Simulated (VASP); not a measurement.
A run of VASP 6.6.1 is set up as follows.

Contents of INCAR:

```
PREC = Accurate
ENCUT = 520
EDIFF = 1E-8
ISMEAR = 0
SIGMA = 0.01
LREAL = False
LASPH = True
NELM = 60
ALGO = Normal
ISIF = 2
LWAVE = False
LCHARG = True
GGA = PS
IBRION = 8
NSW = 1
```

File KPOINTS:

```
Automatic mesh
0
Gamma
  6 6 6
```

File POSCAR:

```
CdS
1.0
    0.0000000000      2.9411174201      2.9411174201
    2.9411174201      0.0000000000      2.9411174201
    2.9411174201      2.9411174201      0.0000000000
Cd S
1 1
Direct
    0.0000000000      0.0000000000      0.0000000000
    0.7500000000      0.7500000000      0.7500000000
```

Potentials or basis: VASP PAW PBE potentials, release 64 (Cd, S).

Run with:

```sh
$ cat potpaw_PBE.64/Cd/POTCAR potpaw_PBE.64/S/POTCAR > POTCAR
$ mpirun -np 1 vasp_std > vasp.out
```

**Question.** Estimate the highest phonon frequency at Γ, LO-TO splitting left out.

**Answer.** 223 cm⁻¹.

Phonon frequencies in cm⁻¹ (negative: imaginary):
```csv
q point,frequencies
"(0.000, 0.000, 0.000)",0 0 0 223 223 223
```

Caveat: the cell wasn't relaxed at this level first, which shifts response properties.
